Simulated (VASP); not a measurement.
# KI: single point with LDA

Crystal: KI.

```
K I
1.0
     0.00000    3.54429    3.54429
     3.54429    0.00000    3.54429
     3.54429    3.54429    0.00000
K I
1 1
Direct
  0.00000 0.00000 0.00000
  0.50000 0.50000 0.50000
```

```yaml
Program: VASP 6.6.1
Task: single point
Functional: LDA
Potentials_or_basis: VASP PAW LDA potentials, release 64 (K_sv, I)
Cutoff: 500 eV
k_mesh: 2 × 2 × 2
Occupations: gaussian, width 0.01 eV
Spin: no spin polarisation
Dipole_correction: no
Further_INCAR_settings: ALGO = Normal; EDIFF = 1e-06; NBANDS = 15
```

```json
{
  "Pressure": "-0.7 GPa",
  "Band gap on the k mesh": "3.53 eV, direct"
}
```

Levels at points of the mesh, in eV from the valence-band top:
| k point | band 4 | band 5 | band 6 | band 7 | band 8 | band 9 | band 10 | band 11 | band 12 | band 13 |
| --- | --- | --- | --- | --- | --- | --- | --- | --- | --- | --- |
| (0.00, 0.00, 0.00) | -12.01 | -10.53 | 0.00 | 0.00 | 0.00 | 3.53 | 6.20 | 6.20 | 6.20 | 6.95 |
| (0.50, 0.00, 0.00) | -12.01 | -10.25 | -1.39 | -0.35 | -0.35 | 5.17 | 7.35 | 7.87 | 7.87 | 8.35 |
| (0.50, 0.50, 0.00) | -12.03 | -10.39 | -1.04 | -0.38 | -0.38 | 4.63 | 5.38 | 7.84 | 8.38 | 8.41 |

Run time: 11 s on 1 thread of Intel Xeon 8259CL (shared host), peak memory 0.19 GiB.

Caveat: the k points lie up to 0.77 Å⁻¹ apart; spin-orbit coupling is left out, which moves the levels of the heavy elements. As with any semilocal functional, this LDA gap is likely too small.
